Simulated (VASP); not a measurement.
A run of VASP 6.6.1 is set up as follows.

INCAR

```
SYSTEM = BN
  PREC = Accurate
  ENCUT = 520
  EDIFF = 1E-6
  ISMEAR = 0
  SIGMA = 0.05
  LREAL = .False.
  LASPH = .True.
  NELM = 80
  ALGO = Normal
  ISIF = 2
  LWAVE = .False.
  LCHARG = .True.
  GGA = PS
  LELF = .True.
  LVHAR = .True.
  NBANDS = 16
```

Contents of KPOINTS:

```
regular mesh
0
Gamma
  12 12 4
  0 0 0
```

File POSCAR:

```
BN
1.0
    2.4635976777      0.0000000000      0.0000000000
   -1.2317988389      2.1335381736      0.0000000000
    0.0000000000      0.0000000000      6.8814296245
B N
2 2
Direct
    0.3333333333      0.6666666667      0.2500000000
    0.6666666667      0.3333333333      0.7500000000
    0.3333333333      0.6666666667      0.7500000000
    0.6666666667      0.3333333333      0.2500000000
```

Potentials or basis: VASP PAW PBE potentials, release 64 (B, N).

Run with:

```bash
$ cat potpaw_PBE.64/B/POTCAR potpaw_PBE.64/N/POTCAR > POTCAR
$ mpirun -np 1 vasp_std > vasp.out
```

Task: Estimate the band gap on the k mesh.

Result: 4.30 eV, indirect (least direct gap 4.71 eV).

Task: What does it give for the pressure?

Result: 12.7 GPa.

Stress tensor (GPa, compression positive):
```
18.96  0.00  0.00
 0.00 18.96  0.00
 0.00  0.00  0.17
```

Caveat: the PAW data sets were made with another functional, which shifts forces and pressure a little; this functional lacks dispersion, which binds the layers, so the pressure and a relaxed spacing across them are unreliable. A k mesh can miss the band edges.
